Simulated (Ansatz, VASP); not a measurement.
**AlN: VASP beside Ansatz**

INCAR

```
  PREC = Accurate
  ENCUT = 520
  EDIFF = 1E-6
  ISMEAR = 0
  SIGMA = 0.01
  LREAL = F
  LASPH = T
  NELM = 60
  ALGO = Normal
  ISIF = 2
  LWAVE = F
  LCHARG = F
  GGA = PS
  NBANDS = 16
```

The input KPOINTS:

```
regular mesh
0
Gamma
  8 8 6
```

POSCAR

```
AlN
1.0
    3.1449678228      0.0000000000      0.0000000000
   -1.5724839114      2.7236220287      0.0000000000
    0.0000000000      0.0000000000      4.9527213833
Al N
2 2
Direct
    0.3333333333      0.6666666667     -0.0024913082
    0.6666666667      0.3333333333      0.4975086918
    0.3333333333      0.6666666667      0.3824913082
    0.6666666667      0.3333333333      0.8824913082
```

Input for Ansatz:

```yaml
crystal:
  lattice:
    - [3.14496782284, 0.0, 0.0]
    - [-1.57248391142, 2.72362202867, 0.0]
    - [0.0, 0.0, 4.95272138326]
  atoms:
    - { symbol: Al, position: [0.333333333333, 0.666666666667, -0.0024913082] }
    - { symbol: Al, position: [0.666666666667, 0.333333333333, 0.4975086918] }
    - { symbol: "N", position: [0.333333333333, 0.666666666667, 0.3824913082] }
    - { symbol: "N", position: [0.666666666667, 0.333333333333, 0.8824913082] }
kpoints:
  mp_grid: { grid: [8, 8, 6] }
scf:
  occupations: { method: fixed }
  convergence: { dr2_threshold: 1.0e-10 }
hamiltonian:
  xc: pbesol
  pseudopotentials: { kind: all_electron, lapw: { basis_error: 0.0005 } }
output:
  forces: true
  stress: true
  eigenstates:
    kpoints:
      - [0.0, 0.0, 0.0]
      - [0.500000001, -0.5, -0.335945451]
      - [1.0e-09, 0.5, -0.335945451]
      - [0.500000001, -1.0e-09, -0.335945451]
      - [-0.666666667, 0.333333333, 0.0]
      - [0.0, 0.0, -0.5]
      - [-0.5, 0.0, 0.0]
      - [-0.5, 0.5, 0.0]
      - [0.0, -0.5, 0.0]
      - [-0.5, 0.0, -0.5]
      - [-0.5, 0.5, -0.5]
      - [0.0, -0.5, -0.5]
  eigenvalues: true
```

Change from the starting cell: film at in-plane strain +0.01.

Alike in both runs: task single point; functional PBEsol; k mesh 8 × 8 × 6; no spin polarisation.

|  | VASP | Ansatz |
| --- | --- | --- |
| version | VASP 6.6.1 | Ansatz 0.2.0 |
| potentials or method | VASP PAW PBE potentials, release 64 (Al, N), cutoff 520 eV | all-electron LAPW, scalar-relativistic |
| occupations | gaussian, width 0.01 eV | fixed |

```csv
,VASP,Ansatz,Ansatz less VASP
gap on the k mesh at the Fermi level (eV),3.91,3.90,-0.004
pressure (GPa),-3.0,-3.0,-0.04
"traceless stress, the component that is largest in VASP (GPa)",2.92,2.89,-0.028
```

VASP's potentials were made for PBE, not for PBEsol. Ansatz ran all-electron here, and VASP with PAW potentials.
